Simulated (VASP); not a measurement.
# CoSi (Pm-3m) in VASP: a series of runs

CoSi is run at these levels: PBE; tasks: single point.

Program: VASP 6.6.1. These are calculated values, not measurements. Logs are shortened: lines on timing, memory, paths and dates and some standing lists are left out, and cuts for length are marked.

## (1) The cell of the first run

Symmetry: Pm-3m, No. 221, cubic system. The conventional cell has a = 2.744 Å, b = 2.744 Å, c = 2.744 Å, α = 90.00°, β = 90.00°, γ = 90.00°. Within 3.1 Å of Co (site symmetry m-3m) lie 8 Si at 2.38 Å and 6 Co at 2.74 Å. Si (site symmetry m-3m) has 8 Co at 2.38 Å and 6 Si at 2.74 Å within 3.1 Å.

## (2) Single point, PBE, collinear spin, ferromagnetic start (volume scaled by 0.96)

INCAR

```
SYSTEM = CoSi
  PREC = Accurate
  ENCUT = 520
  EDIFF = 1E-7
  ISMEAR = -1
  SIGMA = 0.05
  LREAL = .FALSE.
  LASPH = .TRUE.
  NELM = 150
  ALGO = Normal
  ISIF = 2
  LWAVE = .FALSE.
  LCHARG = .TRUE.
  ISPIN = 2
  MAGMOM = 2 0
  LORBIT = 11
  LMAXMIX = 4
  GGA = PE
  LELF = .TRUE.
  LVHAR = .TRUE.
  NBANDS = 18
```

KPOINTS

```
Automatic mesh
0
G
  10 10 10
  0 0 0
```

POSCAR

```
CoSi
1.0
    2.7437437974      0.0000000000      0.0000000000
    0.0000000000      2.7437437974      0.0000000000
    0.0000000000      0.0000000000      2.7437437974
Co Si
1 1
Direct
    0.0000000000      0.0000000000      0.0000000000
    0.5000000000      0.5000000000      0.5000000000
```

Potentials or basis: VASP PAW PBE potentials, release 64 (Co, Si).

Started as:

```
> cat potpaw_PBE.64/Co/POTCAR potpaw_PBE.64/Si/POTCAR > POTCAR
> mpirun -np 1 vasp_std > vasp.out
```

OUTCAR:

```text
SYSTEM = CoSi
   PREC = Accurate
   ENCUT = 520
   EDIFF = 1E-7
   ISMEAR = -1
   LREAL = .FALSE.
   LASPH = .TRUE.
   NELM = 150
   ISIF = 2
   ISPIN = 2
   LORBIT = 11
   GGA = PE

 ion  position               nearest neighbor table
   1  0.000  0.000  0.000-   2 2.38   2 2.38   2 2.38   2 2.38   2 2.38   2 2.38   2 2.38   2 2.38

   2  0.500  0.500  0.500-   1 2.38   1 2.38   1 2.38   1 2.38   1 2.38   1 2.38   1 2.38   1 2.38

  LATTYP: Found a simple cubic cell.
 ALAT       =     2.7437437974

  Lattice vectors:

 A1 = (   2.7437437974,   0.0000000000,   0.0000000000)
 A2 = (   0.0000000000,   2.7437437974,   0.0000000000)
 A3 = (   0.0000000000,   0.0000000000,   2.7437437974)

Analysis of symmetry for initial positions (statically):
=====================================================================
 Subroutine PRICEL returns:
 Original cell was already a primitive cell.

 Routine SETGRP: Setting up the symmetry group for a
 simple cubic supercell.

 Subroutine GETGRP returns: Found 48 space group operations
 (whereof 48 operations were pure point group operations)
 out of a pool of 48 trial point group operations.

The static configuration has the point symmetry O_h .

Analysis of symmetry for dynamics (positions and initial velocities):
=====================================================================
 Subroutine PRICEL returns:
 Original cell was already a primitive cell.

 Routine SETGRP: Setting up the symmetry group for a
 simple cubic supercell.

 Subroutine GETGRP returns: Found 48 space group operations
 (whereof 48 operations were pure point group operations)
 out of a pool of 48 trial point group operations.

The dynamic configuration has the point symmetry O_h .

Analysis of structural, dynamic, and magnetic symmetry:
=====================================================================
 Subroutine PRICEL returns:
 Original cell was already a primitive cell.

 Routine SETGRP: Setting up the symmetry group for a
 simple cubic supercell.

 Subroutine GETGRP returns: Found 48 space group operations
 (whereof 48 operations were pure point group operations)
 out of a pool of 48 trial point group operations.

The overall configuration has the point symmetry O_h .

 Subroutine INISYM returns: Found 48 space group operations
 (whereof 48 operations are pure point group operations),
 and found     1 'primitive' translations

[... 114 lines left out ...]
     AMIX_MAG =   1.60;   BMIX_MAG =  1.00
  volume/ion in A,a.u.               =      10.33        69.69
  Fermi-wavevector in a.u.,A,eV,Ry     =   1.402961  2.651213 26.780357  1.968301
  Thomas-Fermi vector in A             =   2.525671
   LORBIT       =     11    0 simple, 1 ext, 2 COOP (PROOUT), +10 PAW based schemes
   GGA     = PE    functional components
   LHFCALC =     F    Hartree Fock is set to
   AEXX    =    0.0000 exact exchange contribution
   IVDW    =     0    specifies the selected vdW correction
   LEPSILON=     F    determine dielectric tensor
   LRPA    =     F    only Hartree local field effects (RPA)
 spin polarized calculation
  energy-cutoff  :      520.00
  volume of cell :       20.66
 maximum number of plane-waves:       587
   NGX = 11   NGY = 11   NGZ = 11

 number of electron      13.0000014 magnetization       0.5184645

 Free energy of the ion-electron system (eV)
  ---------------------------------------------------
  ext. energy  EPLUGINS =         0.00000000
  ---------------------------------------------------
  free energy    TOTEN  =       -13.26416352 eV

  energy without entropy =      -13.24921530  energy(sigma->0) =      -13.25668941

 E-fermi :  13.5433     XC(G=0): -13.1505

 val. band max:       13.5400857159   @ k =   0.5000   0.2000   0.0000
 cond. band min:      13.5491154590   @ k =   0.4000   0.0000   0.0000
 fundamental gap:      0.0090297431
 Fermi energy:        13.5433293369

 spin component 1

 k-point     1 :       0.0000    0.0000    0.0000
  band No.  band energies     occupation
      1      -1.1213      1.00000
      2       9.1641      1.00000
      3       9.1641      1.00000
      4      11.8975      1.00000
      5      11.8975      1.00000
      6      11.8975      1.00000
[... 493 lines left out ...]
     17      34.6030      0.00000
     18      39.8158      0.00000

 [... further k-points ...]

 spin component 2

 k-point     1 :       0.0000    0.0000    0.0000
  band No.  band energies     occupation
      1      -1.1035      1.00000
      2       9.7166      1.00000
      3       9.7166      1.00000
      4      12.2326      1.00000
      5      12.2326      1.00000
      6      12.2326      1.00000
[... 493 lines left out ...]
     17      34.6686      0.00000
     18      39.8935      0.00000

 [... further k-points ...]

------------------------ aborting loop because EDIFF is reached ----------------------------------------

  FORCE on cell =-STRESS in cart. coord.  units (eV):
  Direction    XX          YY          ZZ          XY          YZ          ZX
  --------------------------------------------------------------------------------------
  -------------------------------------------------------------------------------------
  Total        1.3005194      1.3005194      1.3005194     -0.0000000      0.0000000     -0.0000000
  in kB      100.8780675    100.8780675    100.8780675     -0.0000000      0.0000000     -0.0000000
  external PRESSURE =     100.8780675 kB  Pullay stress =       0.0000000 kB

 VOLUME and BASIS-vectors are now :
 -----------------------------------------------------------------------------
  energy-cutoff  :      520.00
  volume of cell :       20.66
      direct lattice vectors                 reciprocal lattice vectors
     2.743743797  0.000000000  0.000000000     0.364465516  0.000000000  0.000000000
     0.000000000  2.743743797  0.000000000     0.000000000  0.364465516  0.000000000
     0.000000000  0.000000000  2.743743797     0.000000000  0.000000000  0.364465516

 POSITION                                       TOTAL-FORCE (eV/Angst)
 -----------------------------------------------------------------------------------
      0.00000      0.00000      0.00000         0.000000      0.000000      0.000000
      1.37187      1.37187      1.37187         0.000000      0.000000      0.000000
 -----------------------------------------------------------------------------------
    total drift:                               -0.000000      0.000000      0.000000

  FREE ENERGIE OF THE ION-ELECTRON SYSTEM (eV)
  ---------------------------------------------------
  free  energy   TOTEN  =       -13.2641635236 eV

  energy  without entropy=      -13.2492153033  energy(sigma->0) =      -13.25668941

 total charge

# of ion       s       p       d       tot
------------------------------------------
    1        0.457   0.633   7.623   8.713
    2        0.707   0.893   0.000   1.599
--------------------------------------------------
tot          1.164   1.525   7.623  10.312

 magnetization (x)

# of ion       s       p       d       tot
------------------------------------------
    1        0.008   0.002   0.504   0.513
    2        0.002   0.013   0.000   0.015
--------------------------------------------------
tot          0.009   0.015   0.504   0.528
```

OSZICAR:

```text
N       E                     dE             d eps       ncg     rms          rms(c)
DAV:   1     0.472931486331E+02    0.47293E+02   -0.50122E+03  4192   0.762E+02
DAV:   2    -0.117924137341E+02   -0.59086E+02   -0.51422E+02  4538   0.167E+02
DAV:   3    -0.145807362918E+02   -0.27883E+01   -0.27210E+01  4702   0.375E+01
DAV:   4    -0.146136172136E+02   -0.32881E-01   -0.32843E-01  4770   0.368E+00
DAV:   5    -0.146143859602E+02   -0.76875E-03   -0.76868E-03  4872   0.573E-01    0.158E+01
DAV:   6    -0.170175109281E+02   -0.24031E+01   -0.32093E+01  4468   0.717E+01    0.163E+01
DAV:   7    -0.132933662287E+02    0.37241E+01   -0.17440E+01  4612   0.482E+01    0.298E+00
DAV:   8    -0.132790285521E+02    0.14338E-01   -0.14175E-01  4710   0.230E+00    0.160E+00
DAV:   9    -0.132653073985E+02    0.13721E-01   -0.22664E-02  5434   0.175E+00    0.624E-01
DAV:  10    -0.132642700763E+02    0.10373E-02   -0.73015E-04  5670   0.228E-01    0.205E-01
DAV:  11    -0.132641745226E+02    0.95554E-04   -0.18453E-04  4890   0.146E-01    0.903E-02
DAV:  12    -0.132641739659E+02    0.55670E-06   -0.11185E-04  5372   0.113E-01    0.350E-02
DAV:  13    -0.132641647264E+02    0.92395E-05   -0.18830E-06  4978   0.112E-02    0.124E-02
DAV:  14    -0.132641640687E+02    0.65769E-06   -0.85211E-07  4500   0.916E-03    0.460E-03
DAV:  15    -0.132641635741E+02    0.49460E-06   -0.36731E-07  2924   0.535E-03    0.104E-03
DAV:  16    -0.132641635236E+02    0.50490E-07   -0.33811E-08  2202   0.202E-03
   1 F= -.13264164E+02 E0= -.13256689E+02  d E =-.149482E-01  mag=     0.5185
```

stdout:

```text
POSCAR found type information on POSCAR CoSi
 POSCAR found :  2 types and       2 ions
 scaLAPACK will be used
 LDA part: xc-table for (Slater+PW92), standard interpolation
 POSCAR, INCAR and KPOINTS ok, starting setup
 FFT: planning ... GRIDC
 FFT: planning ... GRID_SOFT
 FFT: planning ... GRID
 WAVECAR not read
 entering main loop
```

Run time: 20 s. Hardware: 1 thread of Intel Xeon 6975P-C (Granite Rapids), shared host; peak memory 0.15 GiB.

Results:

```yaml
Free_energy: -13.2642 eV
Pressure: 10.1 GPa
Net_moment: 0.52 μB per cell
Site_moments: Co +0.51; Si +0.01 μB
Valence_electrons_inside_the_program's_atomic_spheres: Co 8.71; Si 1.60
```

Levels at points of the mesh, in eV from the Fermi level:
Spin up:
```csv
k point,band 3,band 4,band 5,band 6,band 7,band 8,band 9,band 10,band 11,band 12
"(0.00, 0.00, 0.00)",-4.38,-1.65,-1.65,-1.65,3.07,3.07,3.07,7.50,7.50,12.73
"(0.50, 0.00, 0.00)",-3.59,-2.96,-2.96,-1.49,-0.75,6.57,8.38,8.38,9.55,9.55
"(0.50, 0.50, 0.00)",-5.49,-4.42,-2.50,-2.50,-1.09,1.52,1.75,8.38,13.74,14.79
"(0.50, 0.50, 0.50)",-6.27,-1.47,-1.05,-1.05,1.20,1.20,1.20,3.58,3.58,3.58
```
Spin down:
| k point | band 4 | band 5 | band 6 | band 7 | band 8 | band 9 |
| --- | --- | --- | --- | --- | --- | --- |
| (0.00, 0.00, 0.00) | -1.31 | -1.31 | -1.31 | 3.09 | 3.09 | 3.09 |
| (0.50, 0.00, 0.00) | -2.69 | -2.69 | -1.14 | 0.05 | 6.57 | 8.47 |
| (0.50, 0.50, 0.00) | -4.02 | -2.20 | -2.20 | -0.24 | 1.80 | 2.22 |
| (0.50, 0.50, 0.50) | -1.45 | -0.19 | -0.19 | 1.22 | 1.22 | 1.22 |

(Continued in part 2 of 2.)
